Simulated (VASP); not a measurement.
Set up this calculation in VASP 6.6.1, as the native input.

```yaml
Task: relaxation of shape and atoms at fixed volume
Functional: PBE
Potentials_or_basis: VASP PAW PBE potentials, release 64 (Hf_pv, O)
Cutoff: 600 eV
k_mesh: 6 × 6 × 8
Occupations: gaussian, width 0.02 eV
Spin: no spin polarisation
Dipole_correction: no
Further_INCAR_settings: ALGO = Normal; EDIFF = 1e-06; IBRION = 2; EDIFFG = -0.01; NSW = 50; ISIF = 4
```

The structure of HfO2 lies in POSCAR:

```
HfO2
1.0
    4.8310693501      0.0000000000      0.0000000000
    0.0000000000      4.8310693501      0.0000000000
    0.0000000000      0.0000000000      3.2049751305
Hf O
2 4
Direct
    0.0000000000      0.0000000000      0.0000000000
    0.5000000000      0.5000000000      0.5000000000
    0.1948153545      0.8051846455      0.5000000000
    0.3051846455      0.3051846455      0.0000000000
    0.6948153545      0.6948153545      0.0000000000
    0.8051846455      0.1948153545      0.5000000000
```

This cell differs from its parent crystal: volume scaled by 0.97.

The input as run:

INCAR

```
SYSTEM = HfO2
ALGO = Normal ; EDIFF = 1E-6
EDIFFG = -0.01 ; ENCUT = 600
GGA = PE ; IBRION = 2
ISIF = 4 ; ISMEAR = 0
LASPH = .True. ; LCHARG = .False.
LREAL = .False. ; LWAVE = .False.
NELM = 80 ; NSW = 50
PREC = Accurate ; SIGMA = 0.02
```

KPOINTS

```
k-points
0
Gamma
  6 6 8
  0 0 0
```

Potentials or basis: VASP PAW PBE potentials, release 64 (Hf_pv, O).

The run is started by

```console
$ cat potpaw_PBE.64/Hf_pv/POTCAR potpaw_PBE.64/O/POTCAR > POTCAR
$ mpirun -np 1 vasp_std > vasp.out
```

It gave:

```yaml
Energy_gained_by_relaxing: 0.1 meV/atom
Ionic_steps: 6
Pressure_after_relaxing: 3.6 GPa
Largest_force_after_relaxing: 0.004 eV/Å
Band_gap_on_the_k_mesh: 3.95 eV, direct
```

Caveat: spin-orbit coupling is left out, which moves the levels of the heavy elements.

Wall time 110 s on 1 thread of Intel(R) Xeon(R) 6975P-C (Granite Rapids) (shared host), peak memory 0.26 GiB.
